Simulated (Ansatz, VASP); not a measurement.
# Nb: VASP beside Ansatz

Contents of POSCAR:

```
Nb
1.0
    0.0000000000      2.0718246199      2.0718246199
    2.0718246199      0.0000000000      2.0718246199
    2.0718246199      2.0718246199      0.0000000000
Nb
1
Direct
    0.0000000000      0.0000000000      0.0000000000
```

The input INCAR.step1:

```
SYSTEM = Nb
ALGO = Normal ; EDIFF = 1E-5
ENCUT = 520 ; GGA = PE
ISIF = 2 ; ISMEAR = -1
LASPH = .TRUE. ; LCHARG = .FALSE.
LREAL = .FALSE. ; LWAVE = .TRUE.
NBANDS = 12 ; NELM = 60
PREC = Accurate ; SIGMA = 0.05
```

The input INCAR.step2:

```
SYSTEM = Nb
ALGO = Normal ; EDIFF = 1E-7
ENCUT = 520 ; GGA = PE
HFSCREEN = 0.2079 ; ISIF = 2
ISMEAR = -1 ; ISTART = 1
LASPH = .TRUE. ; LCHARG = .FALSE.
LHFCALC = .TRUE. ; LREAL = .FALSE.
LWAVE = .FALSE. ; NBANDS = 12
NELM = 60 ; PREC = Accurate
PRECFOCK = Normal ; SIGMA = 0.05
```

File KPOINTS:

```
k-points
0
G
  6 6 6
  0 0 0
```

The input input:

```
crystal:
  lattice:
    - [0.0, 2.0718246199, 2.0718246199]
    - [2.0718246199, 0.0, 2.0718246199]
    - [2.0718246199, 2.0718246199, 0.0]
  atoms:
    - { symbol: Nb, position: [0.0, 0.0, 0.0] }
hamiltonian:
  xc: hse06
  pseudopotentials: { kind: paw }
kpoints:
  mp_grid: { grid: [6, 6, 6] }
scf:
  occupations: { method: fermi_dirac, width: 0.05 }
output:
  forces: true
  stress: true
  eigenvalues: true
  write_density: true
  write_potential: true
  elf: true
  volumetric_format: npy
```

Alike in both runs: task single point; functional HSE06; k mesh 6 × 6 × 6; occupations fermi-dirac, width 0.05 eV; no spin polarisation.

```csv
,VASP,Ansatz
version,VASP 6.6.1,Ansatz 0.2.0
potentials or method,"VASP PAW PBE potentials, release 64 (Nb_sv)",Ansatz PAW
plane-wave cutoff (eV),520,420
valence electrons in the cell,13,13
```

```tsv
	VASP	Ansatz	Ansatz less VASP
gap on the k mesh at the Fermi level (eV)	none	none	-
pressure (GPa)	9.3	9.7	+0.41
```

A gap of «none» marks a metal or a gap that the smearing closes. The functional is the same, so the differences come from potentials, cutoffs and numerics.

The k mesh is coarse, so the values compare programs but aren't converged.
